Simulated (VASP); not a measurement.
# In3Se (P4/mmm) in VASP: notebook

Runs on In3Se. Level: PBEsol+D3(BJ). Tasks: single point.

All numbers are computed with VASP 6.6.1; they aren't measurements. Logs are shortened: lines on timing, memory, paths and dates and some standing lists are left out, and cuts for length are marked.

## Step 1: The cell of the first run

It takes space group P4/mmm (No. 123, tetragonal). Conventional cell: a = 4.467 Å, b = 4.467 Å, c = 4.840 Å, α = 90.00°, β = 90.00°, γ = 90.00°. In (site symmetry mmm) has 8 In at 3.16 to 3.29 Å and 4 Se at 3.29 Å within 4.2 Å. In (site symmetry 4/mmm) has 4 Se at 3.16 Å and 8 In at 3.29 Å within 4.2 Å. Within 4.2 Å of Se (site symmetry 4/mmm) lie 12 In at 3.16 to 3.29 Å.

## Step 2: Single point, PBEsol+D3(BJ) (24.14 Å³/atom)

INCAR

```
SYSTEM = In3Se
  PREC = Accurate
  ENCUT = 520
  EDIFF = 1E-6
  ISMEAR = 0
  SIGMA = 0.15
  LREAL = .False.
  LASPH = .True.
  NELM = 100
  ALGO = Normal
  ISIF = 2
  LWAVE = .False.
  LCHARG = .False.
  GGA = PS
  IVDW = 12
  NBANDS = 30
```

KPOINTS

```
regular mesh
0
Gamma
  10 10 10
  0 0 0
```

POSCAR

```
In3Se
1.0
    4.4666373492      0.0000000000      0.0000000000
    0.0000000000      4.4666373492      0.0000000000
    0.0000000000      0.0000000000      4.8396015678
In Se
3 1
Direct
    0.0000000000      0.5000000000      0.5000000000
    0.5000000000      0.0000000000      0.5000000000
    0.5000000000      0.5000000000      0.0000000000
    0.0000000000      0.0000000000      0.0000000000
```

Potentials or basis: VASP PAW PBE potentials, release 64 (In_d, Se).

The run is started by

```bash
cat potpaw_PBE.64/In_d/POTCAR potpaw_PBE.64/Se/POTCAR > POTCAR
mpirun -np 1 vasp_std > vasp.out
```

OUTCAR:

```text
SYSTEM = In3Se
   PREC = Accurate
   ENCUT = 520
   EDIFF = 1E-6
   ISMEAR = 0
   LREAL = .False.
   LASPH = .True.
   NELM = 100
   ISIF = 2
   GGA = PS
   IVDW = 12
 IVDW          = 12

 ion  position               nearest neighbor table
   1  0.000  0.500  0.500-   2 3.16   2 3.16   2 3.16   2 3.16   4 3.29   3 3.29   4 3.29   4 3.29
                             4 3.29   3 3.29   3 3.29   3 3.29
   2  0.500  0.000  0.500-   1 3.16   1 3.16   1 3.16   1 3.16   4 3.29   3 3.29   3 3.29   3 3.29
                             4 3.29   4 3.29   4 3.29   3 3.29
   3  0.500  0.500  0.000-   4 3.16   4 3.16   4 3.16   4 3.16   2 3.29   2 3.29   2 3.29   2 3.29
                             1 3.29   1 3.29   1 3.29   1 3.29
   4  0.000  0.000  0.000-   3 3.16   3 3.16   3 3.16   3 3.16   2 3.29   1 3.29   2 3.29   1 3.29
                             2 3.29   1 3.29   2 3.29   1 3.29

  LATTYP: Found a simple tetragonal cell.
 ALAT       =     4.4666373492
 C/A-ratio  =     1.0835000000

  Lattice vectors:

 A1 = (   4.4666373492,   0.0000000000,   0.0000000000)
 A2 = (   0.0000000000,   4.4666373492,   0.0000000000)
 A3 = (   0.0000000000,   0.0000000000,   4.8396015678)

Analysis of symmetry for initial positions (statically):
=====================================================================
 Subroutine PRICEL returns:
 Original cell was already a primitive cell.

 Routine SETGRP: Setting up the symmetry group for a
 simple tetragonal supercell.

 Subroutine GETGRP returns: Found 16 space group operations
 (whereof 16 operations were pure point group operations)
 out of a pool of 16 trial point group operations.

The static configuration has the point symmetry D_4h.

Analysis of symmetry for dynamics (positions and initial velocities):
=====================================================================
 Subroutine PRICEL returns:
 Original cell was already a primitive cell.

 Routine SETGRP: Setting up the symmetry group for a
 simple tetragonal supercell.

 Subroutine GETGRP returns: Found 16 space group operations
 (whereof 16 operations were pure point group operations)
 out of a pool of 16 trial point group operations.

The dynamic configuration has the point symmetry D_4h.

 Subroutine INISYM returns: Found 16 space group operations
 (whereof 16 operations are pure point group operations),
 and found     1 'primitive' translations

----------------------------------------------------------------------------------------

                                     Primitive cell

  volume of cell :      96.5542

  direct lattice vectors                    reciprocal lattice vectors
     4.466637349  0.000000000  0.000000000     0.223882066  0.000000000  0.000000000
     0.000000000  4.466637349  0.000000000     0.000000000  0.223882066  0.000000000
     0.000000000  0.000000000  4.839601568     0.000000000  0.000000000  0.206628580

  length of vectors
     4.466637349  4.466637349  4.839601568     0.223882066  0.223882066  0.206628580

  position of ions in fractional coordinates (direct lattice)
     0.000000000  0.500000000  0.500000000
     0.500000000  0.000000000  0.500000000
     0.500000000  0.500000000  0.000000000
     0.000000000  0.000000000  0.000000000

  ion indices of the primitive-cell ions
   primitive index   ion index
                 1           1
                 2           2
                 3           3
                 4           4

----------------------------------------------------------------------------------------

 KPOINTS: regular mesh

Automatic generation of k-mesh.
 Grid dimensions read from file:
 generate k-points for:   10   10   10

 Generating k-lattice:

  Cartesian coordinates                     Fractional coordinates (reciprocal lattice)
     0.022388207  0.000000000  0.000000000     0.100000000  0.000000000  0.000000000
     0.000000000  0.022388207  0.000000000     0.000000000  0.100000000  0.000000000
     0.000000000  0.000000000  0.020662858     0.000000000  0.000000000  0.100000000

  Length of vectors
     0.022388207  0.022388207  0.020662858

  Shift w.r.t. Gamma in fractional coordinates (k-lattice)
     0.000000000  0.000000000  0.000000000

 Subroutine IBZKPT returns following result:
 ===========================================

 Found    126 irreducible k-points:

 Following reciprocal coordinates:
            Coordinates               Weight
  0.000000  0.000000  0.000000      1.000000
  0.100000  0.000000  0.000000      4.000000
  0.200000  0.000000  0.000000      4.000000
  0.300000  0.000000  0.000000      4.000000
  0.400000  0.000000  0.000000      4.000000
  0.500000  0.000000  0.000000      2.000000
[... 16 lines left out ...]
  0.100000  0.000000  0.100000      8.000000
  0.200000  0.000000  0.100000      8.000000
 [... further k-points ...]
   k-points           NKPTS =    126   k-points in BZ     NKDIM =    126   number of bands    NBANDS=     30
[... 37 lines left out ...]
     AMIX_MAG =   1.60;   BMIX_MAG =  1.00
  volume/ion in A,a.u.               =      24.14       162.89
  Fermi-wavevector in a.u.,A,eV,Ry     =   1.269274  2.398580 21.919750  1.611056
  Thomas-Fermi vector in A             =   2.402324
   LORBIT       =      0    0 simple, 1 ext, 2 COOP (PROOUT), +10 PAW based schemes
   GGA     = PS    functional components
   LHFCALC =     F    Hartree Fock is set to
   AEXX    =    0.0000 exact exchange contribution
   IVDW    =    12    specifies the selected vdW correction
   LEPSILON=     F    determine dielectric tensor
   LRPA    =     F    only Hartree local field effects (RPA)
 non-spin polarized calculation
 Gauss-broadening in eV      SIGMA  =   0.15
  energy-cutoff  :      520.00
  volume of cell :       96.55
 maximum number of plane-waves:      2656
 NGX is ok and might be reduce to    36
   NGX = 17   NGY = 17   NGZ = 17

 number of electron      45.0000015 magnetization

 Free energy of the ion-electron system (eV)
  ---------------------------------------------------
  ext. energy  EPLUGINS =         0.00000000
  ---------------------------------------------------
  free energy    TOTEN  =       -13.20051258 eV

  energy without entropy =      -13.18426537  energy(sigma->0) =      -13.19238897

 E-fermi :   7.2719     XC(G=0): -10.5486

 val. band max:        7.2659444174   @ k =   0.4000   0.2000   0.2000
 cond. band min:       7.3060560916   @ k =   0.1000   0.0000   0.4000
 fundamental gap:      0.0401116742
 Fermi energy:         7.2718867823

 k-point     1 :       0.0000    0.0000    0.0000
  band No.  band energies     occupation
      1      -7.6234      2.00000
      2      -7.6081      2.00000
      3      -7.5151      2.00000
      4      -7.5151      2.00000
      5      -7.4393      2.00000
      6      -7.3312      2.00000
[... 22 lines left out ...]
     29      12.8866      0.00000
     30      14.1775      0.00000

 k-point     2 :       0.1000    0.0000    0.0000
  band No.  band energies     occupation
      1      -7.6081      2.00000
      2      -7.5926      2.00000
      3      -7.5114      2.00000
      4      -7.5042      2.00000
      5      -7.4304      2.00000
      6      -7.3285      2.00000
[... 22 lines left out ...]
     29      13.1916      0.00000
     30      14.2234      0.00000

 k-point     3 :       0.2000    0.0000    0.0000
  band No.  band energies     occupation
      1      -7.5630      2.00000
      2      -7.5485      2.00000
      3      -7.5015      2.00000
      4      -7.4723      2.00000
      5      -7.4061      2.00000
      6      -7.3207      2.00000
[... 22 lines left out ...]
     29      13.7927      0.00000
     30      14.3583      0.00000

 k-point     4 :       0.3000    0.0000    0.0000
  band No.  band energies     occupation
      1      -7.4914      2.00000
      2      -7.4883      2.00000
      3      -7.4831      2.00000
      4      -7.4220      2.00000
      5      -7.3736      2.00000
      6      -7.3080      2.00000
[... 616 lines left out ...]
     29      13.1642      0.00000
     30      14.6450      0.00000

 k-point    23 :       0.1000    0.0000    0.1000
  band No.  band energies     occupation
      1      -7.6070      2.00000
      2      -7.5816      2.00000
      3      -7.5004      2.00000
      4      -7.4941      2.00000
      5      -7.4288      2.00000
      6      -7.3201      2.00000
[... 22 lines left out ...]
     29      13.3804      0.00000
     30      14.3962      0.00000

 k-point    24 :       0.2000    0.0000    0.1000
  band No.  band energies     occupation
      1      -7.5626      2.00000
      2      -7.5400      2.00000
      3      -7.4899      2.00000
      4      -7.4643      2.00000
      5      -7.4043      2.00000
      6      -7.3124      2.00000
[... 22 lines left out ...]
     29      14.0458      0.00000
     30      14.6729      0.00000

 [... further k-points ...]

------------------------ aborting loop because EDIFF is reached ----------------------------------------

 Edisp (eV)   -1.48004

 E8    (eV) :    -1.0419

  FORCE on cell =-STRESS in cart. coord.  units (eV):
  Direction    XX          YY          ZZ          XY          YZ          ZX
  --------------------------------------------------------------------------------------
  -------------------------------------------------------------------------------------
  Total       0.22456     0.22456    -0.40943     0.00000     0.00000     0.00000
  in kB       3.72622     3.72622    -6.79395     0.00000     0.00000     0.00000
  external pressure =        0.22 kB  Pullay stress =        0.00 kB

 VOLUME and BASIS-vectors are now :
 -----------------------------------------------------------------------------
  energy-cutoff  :      520.00
  volume of cell :       96.55
      direct lattice vectors                 reciprocal lattice vectors
     4.466637349  0.000000000  0.000000000     0.223882066  0.000000000  0.000000000
     0.000000000  4.466637349  0.000000000     0.000000000  0.223882066  0.000000000
     0.000000000  0.000000000  4.839601568     0.000000000  0.000000000  0.206628580

 POSITION                                       TOTAL-FORCE (eV/Angst)
 -----------------------------------------------------------------------------------
      0.00000      2.23332      2.41980         0.000000      0.000000      0.000000
      2.23332      0.00000      2.41980         0.000000      0.000000      0.000000
      2.23332      2.23332      0.00000         0.000000      0.000000      0.000000
      0.00000      0.00000      0.00000         0.000000      0.000000      0.000000
 -----------------------------------------------------------------------------------
    total drift:                                0.000000      0.000000      0.000000

  FREE ENERGIE OF THE ION-ELECTRON SYSTEM (eV)
  ---------------------------------------------------
  free  energy   TOTEN  =       -14.6805545953 eV

  energy  without entropy=      -14.6643073924  energy(sigma->0) =      -14.67243099
```

It took 1.9 min on 1 thread of Intel Xeon 6975P-C (Granite Rapids), shared host; peak memory 0.43 GiB.

Results:

```yaml
Free_energy: -14.6806 eV
Pressure: 0.0 GPa
Band_gap_on_the_k_mesh: zero (an odd number of electrons rules out a gap without spin polarisation)
Dispersion_energy_per_atom: -0.370 eV
```

Levels at points of the mesh, in eV from the Fermi level:
| k point | band 19 | band 20 | band 21 | band 22 | band 23 | band 24 | band 25 | band 26 |
| --- | --- | --- | --- | --- | --- | --- | --- | --- |
| (0.00, 0.00, 0.00) | -3.64 | -3.64 | -2.44 | -1.47 | 1.13 | 1.24 | 1.24 | 4.42 |
| (0.50, 0.00, 0.00) | -3.04 | -2.59 | -1.93 | -0.71 | -0.61 | 0.16 | 1.09 | 3.98 |
| (0.50, 0.50, 0.00) | -5.96 | -2.36 | -1.50 | -0.97 | -0.97 | 0.95 | 1.40 | 1.40 |
| (0.00, 0.00, 0.50) | -2.85 | -2.85 | -1.02 | -0.83 | -0.23 | -0.23 | 1.53 | 3.81 |
| (0.50, 0.00, 0.50) | -6.29 | -2.14 | -0.81 | -0.42 | -0.09 | 1.94 | 1.99 | 2.17 |
| (0.50, 0.50, 0.50) | -4.81 | -4.41 | -4.41 | -4.41 | -3.71 | 2.72 | 3.80 | 3.80 |

Caveat: the PAW data sets were made with another functional, which shifts forces and pressure a little; spin-orbit coupling is left out, which moves the levels of the heavy elements.

## Step 3: Single point, PBEsol+D3(BJ) (24.14 Å³/atom)

INCAR

```
PREC = Accurate ; ENCUT = 520
EDIFF = 1E-6 ; ISMEAR = 0
SIGMA = 0.15 ; LREAL = F
LASPH = T ; NELM = 100
ALGO = Normal ; ISIF = 2
LWAVE = F ; LCHARG = F
GGA = PS ; IVDW = 12
NBANDS = 30
```

KPOINTS

```
Automatic mesh
0
Gamma
  10 10 10
```

POSCAR

```
In3Se
1.0
    4.7118316454      0.0000000000      0.0000000000
    0.0000000000      4.7118316454      0.0000000000
    0.0000000000      0.0000000000      4.3490206087
In Se
3 1
Direct
    0.0000000000      0.5000000000      0.5000000000
    0.5000000000      0.0000000000      0.5000000000
    0.5000000000      0.5000000000      0.0000000000
    0.0000000000      0.0000000000      0.0000000000
```

Potentials or basis: VASP PAW PBE potentials, release 64 (In_d, Se).

The run is started by

```bash
cat potpaw_PBE.64/In_d/POTCAR potpaw_PBE.64/Se/POTCAR > POTCAR
mpirun -np 1 vasp_std > vasp.out
```

It took 1.7 min on 1 thread of Intel Xeon 6975P-C (Granite Rapids), shared host; peak memory 0.42 GiB.

The run converged. Its results:

```yaml
Free_energy: -14.6887 eV
Pressure: -0.1 GPa
Band_gap_on_the_k_mesh: zero (an odd number of electrons rules out a gap without spin polarisation)
Dispersion_energy_per_atom: -0.370 eV
```

Stress tensor (GPa, compression positive):
```
-0.16  0.00  0.00
 0.00 -0.16  0.00
 0.00  0.00  0.15
```

Levels at points of the mesh, in eV from the Fermi level:
```csv
k point,band 19,band 20,band 21,band 22,band 23,band 24,band 25,band 26
"(0.00, 0.00, 0.00)",-4.02,-3.40,-2.47,-1.44,1.08,1.08,1.48,4.60
"(0.50, 0.00, 0.00)",-3.08,-2.56,-1.66,-0.70,-0.41,0.25,1.43,4.16
"(0.50, 0.50, 0.00)",-6.40,-2.03,-0.56,-0.04,-0.04,2.20,2.20,2.49
"(0.00, 0.00, 0.50)",-2.81,-2.81,-1.49,-1.28,-0.31,-0.31,0.88,3.80
"(0.50, 0.00, 0.50)",-6.06,-2.29,-1.26,-0.80,-0.60,1.36,1.56,1.60
"(0.50, 0.50, 0.50)",-4.84,-4.40,-4.40,-4.40,-3.71,3.11,3.11,4.15
```

Caveat: the PAW data sets were made with another functional, which shifts forces and pressure a little; spin-orbit coupling is left out, which moves the levels of the heavy elements.

## Step 4: Single point, PBEsol+D3(BJ) (26.07 Å³/atom)

This run uses another cell than the first one, of 26.07 Å³/atom.

INCAR

```
SYSTEM = In3Se
ALGO = Normal ; EDIFF = 1E-7
ENCUT = 520 ; GGA = PS
ISIF = 2 ; ISMEAR = 0
IVDW = 12 ; LASPH = .TRUE.
LCHARG = .FALSE. ; LREAL = .FALSE.
LWAVE = .FALSE. ; NBANDS = 30
NELM = 80 ; PREC = Accurate
SIGMA = 0.15
```

KPOINTS

```
k-points
0
G
  10 10 10
  0 0 0
```

POSCAR

```
In3Se
1.0
    4.8022510210      0.0000000000      0.0000000000
    0.0000000000      4.8022510210      0.0000000000
    0.0000000000      0.0000000000      4.5217995614
In Se
3 1
Direct
    0.0000000000      0.5000000000      0.5000000000
    0.5000000000      0.0000000000      0.5000000000
    0.5000000000      0.5000000000      0.0000000000
    0.0000000000      0.0000000000      0.0000000000
```

The run is started by

```bash
cat potpaw_PBE.64/In_d/POTCAR potpaw_PBE.64/Se/POTCAR > POTCAR
mpirun -np 1 vasp_std > vasp.out
```

It took 2.1 min on 1 thread of Intel Xeon 6975P-C (Granite Rapids), shared host; peak memory 0.44 GiB.

The run converged. Its results:

- Free energy: -14.6096 eV
- Pressure: -3.2 GPa
- Band gap on the k mesh: zero (an odd number of electrons rules out a gap without spin polarisation)
- Dispersion energy per atom: -0.342 eV

Stress tensor (GPa, compression positive):
```
-3.32  0.00  0.00
 0.00 -3.32  0.00
 0.00  0.00 -3.05
```

Levels at points of the mesh, in eV from the Fermi level:
| k point | band 19 | band 20 | band 21 | band 22 | band 23 | band 24 | band 25 | band 26 |
| --- | --- | --- | --- | --- | --- | --- | --- | --- |
| (0.00, 0.00, 0.00) | -3.60 | -3.18 | -2.43 | -1.73 | 1.11 | 1.11 | 1.36 | 4.38 |
| (0.50, 0.00, 0.00) | -2.74 | -2.39 | -1.63 | -0.70 | -0.45 | 0.21 | 1.49 | 3.88 |
| (0.50, 0.50, 0.00) | -6.02 | -1.90 | -0.59 | -0.27 | -0.27 | 2.09 | 2.09 | 2.16 |
| (0.00, 0.00, 0.50) | -2.56 | -2.56 | -1.66 | -1.14 | -0.16 | -0.16 | 1.10 | 3.68 |
| (0.50, 0.00, 0.50) | -5.79 | -2.07 | -1.07 | -0.81 | -0.66 | 1.29 | 1.66 | 1.68 |
| (0.50, 0.50, 0.50) | -4.41 | -4.34 | -4.33 | -4.33 | -3.38 | 2.98 | 2.98 | 3.71 |

Caveat: the cell stands under tension; the PAW data sets were made with another functional, which shifts forces and pressure a little; spin-orbit coupling is left out, which moves the levels of the heavy elements.

## Step 5: Single point, PBEsol+D3(BJ) (26.07 Å³/atom)

This run uses another cell than the first one, of 26.07 Å³/atom.

INCAR

```
PREC = Accurate
ENCUT = 520
EDIFF = 1E-7
ISMEAR = 0
SIGMA = 0.15
LREAL = F
LASPH = T
NELM = 60
ALGO = Normal
ISIF = 2
LWAVE = F
LCHARG = T
GGA = PS
IVDW = 12
LELF = T
LVHAR = T
NBANDS = 30
```

KPOINTS

```
regular mesh
0
Gamma
  10 10 10
```

POSCAR

```
In3Se
1.0
    4.6134466408      0.0000000000      0.0000000000
    0.0000000000      4.6134466408      0.0000000000
    0.0000000000      0.0000000000      4.8994803325
In Se
3 1
Direct
    0.0000000000      0.5000000000      0.5000000000
    0.5000000000      0.0000000000      0.5000000000
    0.5000000000      0.5000000000      0.0000000000
    0.0000000000      0.0000000000      0.0000000000
```

The run is started by

```bash
cat potpaw_PBE.64/In_d/POTCAR potpaw_PBE.64/Se/POTCAR > POTCAR
mpirun -np 1 vasp_std > vasp.out
```

Wall time 2.1 min (1 thread of Intel Xeon 6975P-C (Granite Rapids), shared host); peak memory 0.44 GiB.

Results (log left out):

```yaml
Free_energy: -14.6071 eV
Pressure: -3.2 GPa
Band_gap_on_the_k_mesh: zero (an odd number of electrons rules out a gap without spin polarisation)
Dispersion_energy_per_atom: -0.342 eV
```

Stress tensor (GPa, compression positive):
```
-3.05  0.00  0.00
 0.00 -3.05  0.00
 0.00  0.00 -3.57
```

Levels at points of the mesh, in eV from the Fermi level:
```csv
k point,band 19,band 20,band 21,band 22,band 23,band 24,band 25,band 26
"(0.00, 0.00, 0.00)",-3.34,-3.34,-2.43,-1.75,1.12,1.22,1.22,4.28
"(0.50, 0.00, 0.00)",-2.73,-2.42,-1.84,-0.82,-0.46,0.16,1.24,3.80
"(0.50, 0.50, 0.00)",-5.72,-2.13,-1.24,-0.92,-0.92,1.00,1.54,1.54
"(0.00, 0.00, 0.50)",-2.59,-2.59,-1.21,-0.98,-0.13,-0.13,1.57,3.66
"(0.50, 0.00, 0.50)",-5.95,-1.98,-0.76,-0.53,-0.32,1.85,1.92,1.94
"(0.50, 0.50, 0.50)",-4.39,-4.35,-4.35,-4.34,-3.39,2.71,3.46,3.46
```

Caveat: the cell stands under tension; the PAW data sets were made with another functional, which shifts forces and pressure a little; spin-orbit coupling is left out, which moves the levels of the heavy elements.

## Step 6: Summary

```tsv
cell	gap on the mesh (eV)	pressure (GPa)
a = 4.467, b = 4.467, c = 4.840 Å, 4 atoms	none	0.0
a = 4.712, b = 4.712, c = 4.349 Å, 4 atoms	none	-0.1
a = 4.802, b = 4.802, c = 4.522 Å, 4 atoms	none	-3.2
a = 4.613, b = 4.613, c = 4.899 Å, 4 atoms	none	-3.2
```

Alike in all rows: task single point; level PBEsol+D3(BJ); potentials or basis VASP PAW PBE potentials, release 64 (In_d, Se); no spin polarisation; k mesh 10 × 10 × 10; cutoff (eV) 520; smearing gaussian 0.15 eV.

Caveats: the PAW data sets were made with another functional, which shifts forces and pressure a little; spin-orbit coupling is left out, which moves the levels of the heavy elements; the cell stands under tension (at least some runs).

Absolute energies hang on the potentials; compare differences alone.

The gap in the log of VASP goes by the Fermi energy; the results here count the filled bands.